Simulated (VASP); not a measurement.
A run of VASP 6.6.1 is set up as follows.

Contents of INCAR:

```
SYSTEM = Ni
PREC = Accurate
ENCUT = 520
EDIFF = 1E-6
ISMEAR = -1
SIGMA = 0.05
LREAL = .False.
LASPH = .True.
NELM = 150
ALGO = Normal
ISIF = 2
LWAVE = .False.
LCHARG = .False.
ISPIN = 2
MAGMOM = 0.838 0.838
LORBIT = 11
LMAXMIX = 4
GGA = PS
NBANDS = 21
```

Contents of KPOINTS:

```
regular mesh
0
Gamma
  18 18 18
  0 0 0
```

Contents of POSCAR:

```
Ni
1.0
    0.0000000000      2.5035088444      2.5035088444
    2.5035088444      0.0000000000      2.5035088444
    2.5035088444      2.5035088444      0.0000000000
Ni
2
Direct
    0.1250000000      0.1250000000      0.1250000000
    0.8750000000      0.8750000000      0.8750000000
```

Potentials or basis: VASP PAW PBE potentials, release 64 (Ni).

Run with:

```bash
$ cat potpaw_PBE.64/Ni/POTCAR > POTCAR
$ mpirun -np 1 vasp_std > vasp.out
```

What does it give for the pressure?

-0.1 GPa.

Estimate the net moment.

1.57 μB per cell.

What does it give for the site moments?

Ni +0.79 μB.

Caveat: the PAW data sets were made with another functional, which shifts forces and pressure a little.
